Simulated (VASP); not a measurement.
# ZrO2 (Fm-3m) in VASP: a series of runs, part 2 of 2

VASP 6.6.1. The steps go on from the part before.

## (3) Dielectric tensor, r2SCAN

This run uses another cell than the first one, of 10.99 Å³/atom.

INCAR reads:

```
SYSTEM = ZrO2
PREC = Accurate
ENCUT = 580
EDIFF = 1E-8
ISMEAR = 0
SIGMA = 0.01
LREAL = .FALSE.
LASPH = .TRUE.
NELM = 120
ALGO = Normal
ISIF = 2
LWAVE = .FALSE.
LCHARG = .FALSE.
METAGGA = R2SCAN
LMIXTAU = .TRUE.
LCALCEPS = .TRUE.
GGA_COMPAT = .FALSE.
```

KPOINTS reads:

```
regular mesh
0
G
  8 8 8
  0 0 0
```

POSCAR reads:

```
ZrO2
1.0
    0.0000000000      2.5447130569      2.5447130569
    2.5447130569      0.0000000000      2.5447130569
    2.5447130569      2.5447130569      0.0000000000
Zr O
1 2
Direct
    0.0000000000      0.0000000000      0.0000000000
    0.7500000000      0.7500000000      0.7500000000
    0.2500000000      0.2500000000      0.2500000000
```

Potentials or basis: VASP PAW PBE potentials, release 64 (Zr_sv, O).

Started as:

```
cat potpaw_PBE.64/Zr_sv/POTCAR potpaw_PBE.64/O/POTCAR > POTCAR
mpirun -np 1 vasp_std > vasp.out
```

OUTCAR:

```text
SYSTEM = ZrO2
   PREC = Accurate
   ENCUT = 580
   EDIFF = 1E-8
   ISMEAR = 0
   LREAL = .FALSE.
   LASPH = .TRUE.
   NELM = 120
   ISIF = 2
   METAGGA = R2SCAN

 ion  position               nearest neighbor table
   1  0.000  0.000  0.000-   2 2.20   2 2.20   2 2.20   2 2.20   3 2.20   3 2.20   3 2.20   3 2.20

   2  0.750  0.750  0.750-   1 2.20   1 2.20   1 2.20   1 2.20
   3  0.250  0.250  0.250-   1 2.20   1 2.20   1 2.20   1 2.20

  LATTYP: Found a face centered cubic cell.
 ALAT       =     5.0894261138

  Lattice vectors:

 A1 = (   0.0000000000,   2.5447130569,   2.5447130569)
 A2 = (   2.5447130569,   0.0000000000,   2.5447130569)
 A3 = (   2.5447130569,   2.5447130569,   0.0000000000)

Analysis of symmetry for initial positions (statically):
=====================================================================
 Subroutine PRICEL returns:
 Original cell was already a primitive cell.

 Routine SETGRP: Setting up the symmetry group for a
 face centered cubic supercell.

 Subroutine GETGRP returns: Found 48 space group operations
 (whereof 48 operations were pure point group operations)
 out of a pool of 48 trial point group operations.

The static configuration has the point symmetry O_h .

Analysis of symmetry for dynamics (positions and initial velocities):
=====================================================================
 Subroutine PRICEL returns:
 Original cell was already a primitive cell.

 Routine SETGRP: Setting up the symmetry group for a
 face centered cubic supercell.

 Subroutine GETGRP returns: Found 48 space group operations
 (whereof 48 operations were pure point group operations)
 out of a pool of 48 trial point group operations.

The dynamic configuration has the point symmetry O_h .

 Subroutine INISYM returns: Found 48 space group operations
 (whereof 48 operations are pure point group operations),
 and found     1 'primitive' translations

----------------------------------------------------------------------------------------

                                     Primitive cell

  volume of cell :      32.9569

  direct lattice vectors                    reciprocal lattice vectors
     0.000000000  2.544713057  2.544713057    -0.196485808  0.196485808  0.196485808
     2.544713057  0.000000000  2.544713057     0.196485808 -0.196485808  0.196485808
     2.544713057  2.544713057  0.000000000     0.196485808  0.196485808 -0.196485808

  length of vectors
     3.598767717  3.598767717  3.598767717     0.340323402  0.340323402  0.340323402

  position of ions in fractional coordinates (direct lattice)
     0.000000000  0.000000000  0.000000000
     0.750000000  0.750000000  0.750000000
     0.250000000  0.250000000  0.250000000

  ion indices of the primitive-cell ions
   primitive index   ion index
                 1           1
                 2           2
                 3           3

----------------------------------------------------------------------------------------

 KPOINTS: regular mesh
[... 85 lines left out ...]
   IALGO  =     38    algorithm
   IMIX   =      4    mixing-type and parameters
     AMIX     =   0.40;   BMIX     =  1.00
     AMIX_MAG =   1.60;   BMIX_MAG =  1.00
  volume/ion in A,a.u.               =      10.99        74.13
  Fermi-wavevector in a.u.,A,eV,Ry     =   1.472866  2.783312 29.515565  2.169333
  Thomas-Fermi vector in A             =   2.587828
   LORBIT       =      0    0 simple, 1 ext, 2 COOP (PROOUT), +10 PAW based schemes
   METAGGA = R2SCAN    functional components
   LHFCALC =     F    Hartree Fock is set to
   AEXX    =    0.0000 exact exchange contribution
   IVDW    =     0    specifies the selected vdW correction
   LEPSILON=     F    determine dielectric tensor
   LRPA    =     F    only Hartree local field effects (RPA)
   LRPA       =     F
 non-spin polarized calculation
 Gauss-broadening in eV      SIGMA  =   0.01
  energy-cutoff  :      580.00
  volume of cell :       32.96
 maximum number of plane-waves:      1058
   NGX = 15   NGY = 15   NGZ = 15

 Total electronic dipole moment: p[elc]=(    -0.00000    -0.00000    -0.00000 ) |e| Angst

 Total electronic dipole moment: p[elc]=(     0.00000    -0.00000     0.00000 ) |e| Angst

 number of electron      23.9999991 magnetization

 Free energy of the ion-electron system (eV)
  ---------------------------------------------------
  ext. energy  EPLUGINS =         0.00000000
  ---------------------------------------------------
  free energy    TOTEN  =       -45.85982824 eV

  energy without entropy =      -45.85982824  energy(sigma->0) =      -45.85982824

 E-fermi :   7.0784     XC(G=0): -12.5348

 val. band max:        6.9172590521   @ k =   0.5000   0.5000   0.0000
 cond. band min:   10000.0000000000   @ k =   0.0000   0.0000   0.0000
 fundamental gap:   9993.0827409479
 Fermi energy:         7.0784137163

 k-point     1 :       0.0000    0.0000    0.0000
  band No.  band energies     occupation
      1     -42.6688      2.00000
      2     -19.7629      2.00000
      3     -19.7629      2.00000
      4     -19.7629      2.00000
      5     -12.2792      2.00000
      6      -9.7474      2.00000
[... 433 lines left out ...]
      3     -20.0554      2.00000
      4     -19.8738      2.00000
      5     -10.9226      2.00000
      6     -10.2901      2.00000
[... 8 lines left out ...]
     15   10000.0000      0.00000
     16   10000.0000      0.00000

 [... further k-points ...]

------------------------ aborting loop because EDIFF is reached ----------------------------------------

            Ionic dipole moment: p[ion]=(     0.00000     0.00000     0.00000 ) |e| Angst

 Total electronic dipole moment: p[elc]=(     0.00000     0.00000     0.00786 ) |e| Angst

 MACROSCOPIC STATIC DIELECTRIC TENSOR (including local field effects)
 ------------------------------------------------------
           5.316374    -0.000000     0.000000
           0.000000     5.316374    -0.000000
           0.000000     0.000000     5.316374
 ------------------------------------------------------

 PIEZOELECTRIC TENSOR (including local field effects) (e Angst)
          XX          YY          ZZ          XY          YZ          ZX
  --------------------------------------------------------------------------------
  x     0.00000     0.00000     0.00000     0.00000     0.00000     0.00000
  y     0.00000     0.00000     0.00000     0.00000     0.00000     0.00000
  z     0.00000     0.00000     0.00000     0.00000     0.00000     0.00000

 PIEZOELECTRIC TENSOR (including local field effects) (C/m^2)
          XX          YY          ZZ          XY          YZ          ZX
  --------------------------------------------------------------------------------
  x     0.00000     0.00000     0.00000     0.00000     0.00000     0.00000
  y     0.00000     0.00000     0.00000     0.00000     0.00000     0.00000
  z     0.00000     0.00000     0.00000     0.00000     0.00000     0.00000

 BORN EFFECTIVE CHARGES (including local field effects) (in |e|, cummulative output)
 ---------------------------------------------------------------------------------
 ion    1
    1     5.66800     0.00000    -0.00000
    2    -0.00000     5.66800    -0.00000
    3     0.00000    -0.00000     5.66800
 ion    2
    1    -2.83400     0.00000    -0.00000
    2    -0.00000    -2.83400    -0.00000
    3     0.00000     0.00000    -2.83400
 ion    3
    1    -2.83400     0.00000     0.00000
    2    -0.00000    -2.83400    -0.00000
    3    -0.00000     0.00000    -2.83400

  FORCE on cell =-STRESS in cart. coord.  units (eV):
  Direction    XX          YY          ZZ          XY          YZ          ZX
  --------------------------------------------------------------------------------------
  -------------------------------------------------------------------------------------
  Total        0.0336200      0.0336200      0.0336200      0.0000000      0.0000000     -0.0000000
  in kB        1.6344150      1.6344150      1.6344150      0.0000000      0.0000000     -0.0000000
  external PRESSURE =       1.6344150 kB  Pullay stress =       0.0000000 kB

 VOLUME and BASIS-vectors are now :
 -----------------------------------------------------------------------------
  energy-cutoff  :      580.00
  volume of cell :       32.96
      direct lattice vectors                 reciprocal lattice vectors
     0.000000000  2.544713057  2.544713057    -0.196485808  0.196485808  0.196485808
     2.544713057  0.000000000  2.544713057     0.196485808 -0.196485808  0.196485808
     2.544713057  2.544713057  0.000000000     0.196485808  0.196485808 -0.196485808

 POSITION                                       TOTAL-FORCE (eV/Angst)
 -----------------------------------------------------------------------------------
      0.00000      0.00000      0.00000         0.000000      0.000000     -0.000000
      3.81707      3.81707      3.81707        -0.000000     -0.000000     -0.000000
      1.27236      1.27236      1.27236        -0.000000      0.000000      0.000000
 -----------------------------------------------------------------------------------
    total drift:                                0.000000      0.000000      0.000000

  FREE ENERGIE OF THE ION-ELECTRON SYSTEM (eV)
  ---------------------------------------------------
  free  energy   TOTEN  =       -45.8598282448 eV

  energy  without entropy=      -45.8598282448  energy(sigma->0) =      -45.85982824
```

OSZICAR:

```text
N       E                     dE             d eps       ncg     rms          rms(c)
DAV:   1     0.187711411173E+03    0.18771E+03   -0.16055E+04   928   0.172E+03
DAV:   2    -0.514340963340E+02   -0.23915E+03   -0.23473E+03  1192   0.410E+02
DAV:   3    -0.616610744189E+02   -0.10227E+02   -0.10216E+02  1528   0.846E+01
DAV:   4    -0.618839006813E+02   -0.22283E+00   -0.22273E+00  1168   0.104E+01
[... 12 lines left out ...]
DMP:  11    -0.458598281482E+02   -0.98791E-07   -0.63533E-07  2400   0.656E-07   0.180E-06
DMP:  12    -0.458598281980E+02   -0.49778E-07   -0.32505E-07  2400   0.342E-07   0.907E-07
DMP:  13    -0.458598282237E+02   -0.25647E-07   -0.17093E-07  2400   0.184E-07   0.468E-07
DMP:  14    -0.458598282373E+02   -0.13614E-07   -0.94090E-08  2400   0.103E-07   0.255E-07
DMP:  15    -0.458598282448E+02   -0.75365E-08   -0.51666E-08  2400   0.549E-08   0.143E-07
   1 F= -.45859828E+02 E0= -.45859828E+02  d E =-.508953-117
```

Wall time 43 min (1 thread of Intel Xeon 6975P-C (Granite Rapids), shared host); peak memory 0.49 GiB.

What came out:

* Band gap on the k mesh: 3.87 eV (least direct gap 4.28 eV)
* Electronic dielectric tensor (diagonal): 5.32
* Born charges (mean of the diagonal): Zr +5.67; O -2.83 e

Levels at points of the mesh, in eV from the valence-band top:
```csv
k point,band 10,band 11,band 12,band 13,band 14,band 15
"(0.00, 0.00, 0.00)",-0.55,-0.55,-0.55,3.87,3.87,7.18
"(0.50, 0.00, 0.00)",-2.50,-1.68,-1.68,4.49,4.49,6.62
"(0.50, 0.50, 0.00)",-1.52,-1.52,0.00,4.28,5.25,6.39
```

Electronic dielectric tensor:
```
5.32 0.00 0.00
0.00 5.32 0.00
0.00 0.00 5.32
```

Born effective charge tensors (e):
atom 1, Zr
```
5.67 0.00 0.00
0.00 5.67 0.00
0.00 0.00 5.67
```
atom 2, O
```
-2.83  0.00  0.00
 0.00 -2.83  0.00
 0.00  0.00 -2.83
```
atom 3, O
```
-2.83  0.00  0.00
 0.00 -2.83  0.00
 0.00  0.00 -2.83
```

Dipole moments of the cell (e·Å, modulo the quantum): ionic 0.000, 0.000, 0.000; electronic 0.000, 0.000, 0.008

Caveat: the PAW data sets were made with another functional, which shifts forces and pressure a little.
